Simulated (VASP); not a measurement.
# Rh (Fm-3m) in VASP: single point with r2SCAN

Aim: the single point of Rh with r2SCAN.

Everything below comes from runs of VASP 6.6.1. Logs are shortened: lines on timing, memory, paths and dates and some standing lists are left out, and cuts for length are marked.

### 1 The cell of the first run

It takes space group Fm-3m (No. 225, cubic). The conventional cell has a = 3.801 Å, b = 3.801 Å, c = 3.801 Å, α = 90.00°, β = 90.00°, γ = 90.00°. Rh (site symmetry m-3m) has 12 Rh at 2.69 Å within 3.5 Å.

### 2 Single point, r2SCAN

File POSCAR:

```
Rh
1.0
    3.8005695237      0.0000000000      0.0000000000
    0.0000000000      3.8005695237      0.0000000000
    0.0000000000      0.0000000000      3.8005695237
Rh
4
Direct
    0.0000000000      0.0000000000      0.0000000000
    0.0000000000      0.5000000000      0.5000000000
    0.5000000000      0.0000000000      0.5000000000
    0.5000000000      0.5000000000      0.0000000000
```

File INCAR.step1:

```
SYSTEM = Rh
ALGO     = Normal         ! electronic algorithm
EDIFF    = 1E-4           ! SCF threshold, eV
ENCUT    = 520            ! plane-wave cutoff, eV
GGA      = PE             ! functional
ISMEAR   = 0              ! smearing method
LASPH    = .True.         ! aspherical terms in the spheres
LCHARG   = .False.        ! write CHGCAR
LREAL    = .False.        ! projectors in reciprocal space
LWAVE    = .True.         ! write WAVECAR
NBANDS   = 38             ! bands
NELM     = 100            ! most SCF steps
PREC     = Accurate       ! precision mode
SIGMA    = 0.05           ! smearing width, eV
```

File INCAR.step2:

```
SYSTEM = Rh
ALGO     = Normal         ! electronic algorithm
EDIFF    = 1E-6           ! SCF threshold, eV
ENCUT    = 520            ! plane-wave cutoff, eV
ISIF     = 2              ! what is computed and relaxed
ISMEAR   = 0              ! smearing method
ISTART   = 1            
LASPH    = .True.         ! aspherical terms in the spheres
LCHARG   = .False.        ! write CHGCAR
LMIXTAU  = .True.       
LREAL    = .False.        ! projectors in reciprocal space
LWAVE    = .False.        ! write WAVECAR
METAGGA  = R2SCAN         ! meta-GGA
NBANDS   = 38             ! bands
NELM     = 100            ! most SCF steps
PREC     = Accurate       ! precision mode
SIGMA    = 0.05           ! smearing width, eV
```

File KPOINTS:

```
k-points
0
Gamma
  7 7 7
  0 0 0
```

Potentials or basis: VASP PAW PBE potentials, release 64 (Rh_pv).

Started as:

```sh
> cat potpaw_PBE.64/Rh_pv/POTCAR > POTCAR
> cp INCAR.step1 INCAR
> mpirun -np 1 vasp_std > vasp.out
> cp INCAR.step2 INCAR
> mpirun -np 1 vasp_std > vasp.out
```

OUTCAR:

```text
SYSTEM = Rh
   EDIFF = 1E-6
   ENCUT = 520
   ISIF = 2
   ISMEAR = 0
   ISTART = 1
   LASPH = .True.
   LREAL = .False.
   METAGGA = R2SCAN
   NELM = 100
   PREC = Accurate

 ion  position               nearest neighbor table
   1  0.000  0.000  0.000-   2 2.69   3 2.69   4 2.69   2 2.69   3 2.69   2 2.69   4 2.69   2 2.69
                             3 2.69   4 2.69   3 2.69   4 2.69
   2  0.000  0.500  0.500-   1 2.69   3 2.69   4 2.69   1 2.69   4 2.69   1 2.69   3 2.69   1 2.69
                             3 2.69   4 2.69   4 2.69   3 2.69
   3  0.500  0.000  0.500-   1 2.69   2 2.69   4 2.69   1 2.69   4 2.69   2 2.69   4 2.69   4 2.69
                             1 2.69   2 2.69   1 2.69   2 2.69
   4  0.500  0.500  0.000-   1 2.69   2 2.69   3 2.69   2 2.69   3 2.69   1 2.69   3 2.69   3 2.69
                             1 2.69   2 2.69   2 2.69   1 2.69

  LATTYP: Found a simple cubic cell.
 ALAT       =     3.8005695237

  Lattice vectors:

 A1 = (   3.8005695237,   0.0000000000,   0.0000000000)
 A2 = (   0.0000000000,   3.8005695237,   0.0000000000)
 A3 = (   0.0000000000,   0.0000000000,   3.8005695237)

Analysis of symmetry for initial positions (statically):
=====================================================================
 Subroutine PRICEL returns following result:

  LATTYP: Found a face centered cubic cell.
 ALAT       =     3.8005695237

  Lattice vectors:

 A1 = (   1.9002847619,  -1.9002847619,   0.0000000000)
 A2 = (   1.9002847619,   0.0000000000,   1.9002847618)
 A3 = (   0.0000000000,  -1.9002847619,   1.9002847619)

   4 primitive cells build up your supercell.

 Routine SETGRP: Setting up the symmetry group for a
 simple cubic supercell.

 Subroutine GETGRP returns: Found 48 space group operations
 (whereof 48 operations were pure point group operations)
 out of a pool of 48 trial point group operations.

The static configuration has the point symmetry O_h .

Analysis of symmetry for dynamics (positions and initial velocities):
=====================================================================
 Subroutine PRICEL returns following result:

  LATTYP: Found a face centered cubic cell.
 ALAT       =     3.8005695237

  Lattice vectors:

 A1 = (   1.9002847619,  -1.9002847619,   0.0000000000)
 A2 = (   1.9002847619,   0.0000000000,   1.9002847618)
 A3 = (   0.0000000000,  -1.9002847619,   1.9002847619)

   4 primitive cells build up your supercell.

 Routine SETGRP: Setting up the symmetry group for a
 simple cubic supercell.

 Subroutine GETGRP returns: Found 48 space group operations
 (whereof 48 operations were pure point group operations)
 out of a pool of 48 trial point group operations.

The dynamic configuration has the point symmetry O_h .

 Subroutine INISYM returns: Found 48 space group operations
 (whereof 48 operations are pure point group operations),
 and found     4 'primitive' translations

----------------------------------------------------------------------------------------

                                     Primitive cell

  volume of cell :      13.7242

  direct lattice vectors                    reciprocal lattice vectors
     1.900284762 -1.900284762  0.000000000     0.263118460 -0.263118460 -0.263118460
     1.900284762  0.000000000  1.900284762     0.263118460  0.263118460  0.263118460
     0.000000000 -1.900284762  1.900284762    -0.263118460 -0.263118460  0.263118460

  length of vectors
     2.687408483  2.687408483  2.687408483     0.455734541  0.455734541  0.455734541

  position of ions in fractional coordinates (direct lattice)
     0.000000000  0.000000000  0.000000000

  ion indices of the primitive-cell ions
   primitive index   ion index
                 1           1

----------------------------------------------------------------------------------------

 KPOINTS: k-points

Automatic generation of k-mesh.
 Grid dimensions read from file:
 generate k-points for:    7    7    7

 Generating k-lattice:

  Cartesian coordinates                     Fractional coordinates (reciprocal lattice)
     0.037588351  0.000000000  0.000000000     0.142857143  0.000000000  0.000000000
     0.000000000  0.037588351  0.000000000     0.000000000  0.142857143  0.000000000
     0.000000000  0.000000000  0.037588351     0.000000000  0.000000000  0.142857143

  Length of vectors
     0.037588351  0.037588351  0.037588351

  Shift w.r.t. Gamma in fractional coordinates (k-lattice)
     0.000000000  0.000000000  0.000000000

 Subroutine IBZKPT returns following result:
 ===========================================

 Found     20 irreducible k-points:

 Following reciprocal coordinates:
            Coordinates               Weight
  0.000000  0.000000  0.000000      1.000000
  0.142857  0.000000  0.000000      6.000000
  0.285714  0.000000  0.000000      6.000000
  0.428571  0.000000  0.000000      6.000000
  0.142857  0.142857  0.000000     12.000000
  0.285714  0.142857  0.000000     24.000000
[... 12 lines left out ...]
  0.428571  0.428571  0.285714     24.000000
  0.428571  0.428571  0.428571      8.000000
   k-points           NKPTS =     20   k-points in BZ     NKDIM =     20   number of bands    NBANDS=     38
   number of dos      NEDOS =    301   number of ions     NIONS =      4
   total plane-waves  NPLWV =  21952
   dimension x,y,z NGX =    28 NGY =   28 NGZ =   28
   dimension x,y,z NGXF=    56 NGYF=   56 NGZF=   56
   ions per type =               4
   NGX,Y,Z   is equivalent  to a cutoff of  12.25, 12.25, 12.25 a.u.
   NGXF,Y,Z  is equivalent  to a cutoff of  24.50, 24.50, 24.50 a.u.
 SYSTEM =  Rh
   PREC   = accura    normal or accurate (medium, high low for compatibility)
   ISTART =      1    job   : 0-new  1-cont  2-samecut
   ICHARG =      0    charge: 1-file 2-atom 10-const
   ISPIN  =      1    spin polarized calculation?
   LNONCOLLINEAR =      F non collinear calculations
   LSORBIT =      F    spin-orbit coupling
   LASPH  =      T    aspherical Exc in radial PAW
   ENCUT  =  520.0 eV  38.22 Ry    6.18 a.u.   7.07  7.07  7.07*2*pi/ulx,y,z
   NELM   =    100;   NELMIN=  2; NELMDL=  0     # of ELM steps
   EDIFF  = 0.1E-05   stopping-criterion for ELM
   LREAL  =      F    real-space projection
   EDIFFG = 0.1E-04   stopping-criterion for IOM
   NSW    =      0    number of steps for IOM
   IBRION =     -1    ionic relax: 0-MD 1-quasi-New 2-CG
   NFREE  =      0    steps in history (QN), initial steepest desc. (CG)
   ISIF   =      2    stress and relaxation
   ISYM   =      2    0-nonsym 1-usesym 2-fastsym
   POTIM  = 0.5000    time-step for ionic-motion
   TEBEG  =    0.0;   TEEND  =   0.0 temperature during run
   PSTRESS=    0.0 pullay stress
   NELECT =      60.0000    total number of electrons
   NUPDOWN=      -1.0000    fix difference up-down
   EMIN   =  10.00;   EMAX   =-10.00  energy-range for DOS
   EFERMI =   0.00;   METHOD = LEGACY
   ISMEAR =     0;   SIGMA  =   0.05  broadening in eV -4-tet -1-fermi 0-gaus
   EFERMI_NEDOS =   21; number of points for ismear=-14 and -15
   IALGO  =     38    algorithm
   IMIX   =      4    mixing-type and parameters
     AMIX     =   0.40;   BMIX     =  1.00
     AMIX_MAG =   1.60;   BMIX_MAG =  1.00
  volume/ion in A,a.u.               =      13.72        92.62
  Fermi-wavevector in a.u.,A,eV,Ry     =   1.686333  3.186707 38.691127  2.843718
  Thomas-Fermi vector in A             =   2.769016
   LORBIT       =      0    0 simple, 1 ext, 2 COOP (PROOUT), +10 PAW based schemes
   METAGGA = R2SCAN    functional components
   LHFCALC =     F    Hartree Fock is set to
   AEXX    =    0.0000 exact exchange contribution
   IVDW    =     0    specifies the selected vdW correction
   LEPSILON=     F    determine dielectric tensor
   LRPA    =     F    only Hartree local field effects (RPA)
 non-spin polarized calculation
 Gauss-broadening in eV      SIGMA  =   0.05
  energy-cutoff  :      520.00
  volume of cell :       54.90
 maximum number of plane-waves:      1489
   NGX = 15   NGY = 15   NGZ = 15

 number of electron      60.0000065 magnetization

 Free energy of the ion-electron system (eV)
  ---------------------------------------------------
  ext. energy  EPLUGINS =         0.00000000
  ---------------------------------------------------
  free energy    TOTEN  =       -96.52723762 eV

  energy without entropy =      -96.51832506  energy(sigma->0) =      -96.52278134

 E-fermi :  11.7500     XC(G=0): -15.2116

 val. band max:       11.7089602935   @ k =   0.4286   0.2857   0.1429
 cond. band min:      11.7635600988   @ k =   0.4286   0.2857   0.0000
 fundamental gap:      0.0545998053
 Fermi energy:        11.7500383330

 k-point     1 :       0.0000    0.0000    0.0000
  band No.  band energies     occupation
      1     -36.7487      2.00000
      2     -36.7487      2.00000
      3     -36.7487      2.00000
      4     -36.2928      2.00000
      5     -36.2928      2.00000
      6     -36.2928      2.00000
[... 30 lines left out ...]
     37      24.6713      0.00000
     38      24.6713      0.00000

 k-point     2 :       0.1429    0.0000    0.0000
  band No.  band energies     occupation
      1     -36.7267      2.00000
      2     -36.7267      2.00000
      3     -36.7143      2.00000
      4     -36.3159      2.00000
      5     -36.3159      2.00000
      6     -36.2944      2.00000
[... 30 lines left out ...]
     37      24.4710      0.00000
     38      24.4710      0.00000

 k-point     3 :       0.2857    0.0000    0.0000
  band No.  band energies     occupation
      1     -36.6647      2.00000
      2     -36.6647      2.00000
      3     -36.6164      2.00000
      4     -36.3804      2.00000
      5     -36.3804      2.00000
      6     -36.2979      2.00000
[... 30 lines left out ...]
     37      24.0218      0.00000
[... 617 lines left out ...]
 k-point    19 :       0.4286    0.4286    0.2857
  band No.  band energies     occupation
      1     -36.7407      2.00000
      2     -36.7242      2.00000
      3     -36.7242      2.00000
      4     -36.6833      2.00000
      5     -36.2209      2.00000
      6     -36.1865      2.00000
[... 30 lines left out ...]
     37      20.9252      0.00000
     38      21.8994      0.00000

 k-point    20 :       0.4286    0.4286    0.4286
  band No.  band energies     occupation
      1     -36.7781      2.00000
      2     -36.7781      2.00000
      3     -36.7781      2.00000
      4     -36.7570      2.00000
      5     -36.1365      2.00000
      6     -36.1365      2.00000
[... 30 lines left out ...]
     37      20.9648      0.00000
     38      20.9648      0.00000

------------------------ aborting loop because EDIFF is reached ----------------------------------------

  FORCE on cell =-STRESS in cart. coord.  units (eV):
  Direction    XX          YY          ZZ          XY          YZ          ZX
  --------------------------------------------------------------------------------------
  -------------------------------------------------------------------------------------
  Total        0.4158160      0.4158160      0.4158160     -0.0000000     -0.0000000      0.0000000
  in kB       12.1357264     12.1357264     12.1357264     -0.0000000     -0.0000000      0.0000000
  external PRESSURE =      12.1357264 kB  Pullay stress =       0.0000000 kB

 VOLUME and BASIS-vectors are now :
 -----------------------------------------------------------------------------
  energy-cutoff  :      520.00
  volume of cell :       54.90
      direct lattice vectors                 reciprocal lattice vectors
     3.800569524  0.000000000  0.000000000     0.263118460  0.000000000  0.000000000
     0.000000000  3.800569524  0.000000000     0.000000000  0.263118460  0.000000000
     0.000000000  0.000000000  3.800569524     0.000000000  0.000000000  0.263118460

 POSITION                                       TOTAL-FORCE (eV/Angst)
 -----------------------------------------------------------------------------------
      0.00000      0.00000      0.00000         0.000000     -0.000000     -0.000000
      0.00000      1.90028      1.90028        -0.000000      0.000000      0.000000
      1.90028      0.00000      1.90028        -0.000000     -0.000000     -0.000000
      1.90028      1.90028      0.00000        -0.000000     -0.000000     -0.000000
 -----------------------------------------------------------------------------------
    total drift:                                0.000000      0.000000      0.000000

  FREE ENERGIE OF THE ION-ELECTRON SYSTEM (eV)
  ---------------------------------------------------
  free  energy   TOTEN  =       -96.5272376226 eV

  energy  without entropy=      -96.5183250637  energy(sigma->0) =      -96.52278134
```

It took 95 s on 1 thread of Oxide Virtual Turin-like, shared host; peak memory 0.14 GiB.

Results:

| Quantity | Value |
| --- | --- |
| Free energy | -96.5272 eV |
| Pressure | 1.2 GPa |
| Band gap on the k mesh | zero (bands 30 and 31 overlap by 2.00 eV) |

Caveat: the PAW data sets were made with another functional, which shifts forces and pressure a little.

The gap in the log of VASP goes by the Fermi energy; the results here count the filled bands.